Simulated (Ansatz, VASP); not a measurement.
H3CCl: VASP beside Ansatz

```
CELL_PARAMETERS angstrom
9.02872 0.00000 0.00000
0.00000 9.02872 0.00000
0.00000 0.00000 9.02872
ATOMIC_POSITIONS crystal
C 0.20810 0.21452 0.10715
C 0.48479 0.94309 0.86429
C 0.20925 0.73493 0.86548
C 0.58526 0.39043 0.75373
C 0.69094 0.81988 0.54653
C 0.79057 0.29415 0.46925
C 0.54177 0.55420 0.26735
C 0.99457 0.88701 0.15492
Cl 0.12008 0.29464 0.26538
Cl 0.36264 0.08935 0.80899
Cl 0.06813 0.60042 0.89622
Cl 0.49434 0.47186 0.90791
Cl 0.49349 0.81981 0.52006
Cl 0.91357 0.23684 0.61310
Cl 0.58377 0.72013 0.16861
Cl 0.97163 0.75126 0.29678
H 0.12563 0.19967 0.01939
H 0.29701 0.28711 0.06871
H 0.25435 0.10703 0.13945
H 0.47341 0.85494 0.78152
H 0.59854 0.98455 0.86630
H 0.45287 0.90373 0.97424
H 0.18280 0.83700 0.92509
H 0.31329 0.68912 0.90620
H 0.21695 0.75931 0.74702
H 0.65902 0.47383 0.70571
H 0.64967 0.29584 0.79292
H 0.50036 0.35490 0.67519
H 0.71104 0.84666 0.66309
H 0.73731 0.71084 0.51935
H 0.74014 0.90323 0.47385
H 0.81429 0.22951 0.36964
H 0.67591 0.27688 0.50460
H 0.81067 0.41178 0.44747
H 0.50697 0.46916 0.18861
H 0.64237 0.51908 0.32479
H 0.45435 0.57834 0.34731
H 0.92506 0.98380 0.17754
H 0.11141 0.91868 0.15665
H 0.96604 0.83681 0.04807
```

Alike in both runs: functional PBE; dispersion D3(BJ); k mesh 1 × 1 × 1; occupations fermi-dirac, width 0.02 eV; no spin polarisation.

Ansatz relaxed the structure, and its values are those at the end. VASP's run is a single point on that final structure, the one shown.

|  | VASP | Ansatz |
| --- | --- | --- |
| version | VASP 6.6.1 | Ansatz 0.2.0 |
| potentials or method | VASP PAW PBE potentials, release 64 (C_h, Cl, H_h), cutoff 1000 eV | scalar-relativistic, plane waves, PAW |
| valence electrons in the cell | 112 | 112 |

```csv
,VASP,Ansatz,Ansatz less VASP
gap on the k mesh at the Fermi level (eV),5.31,5.30,-0.013
rms of the force components (eV/Å),0.062,0.065,+0.0029
```

Ansatz's warnings: xc potential rough in thin density.
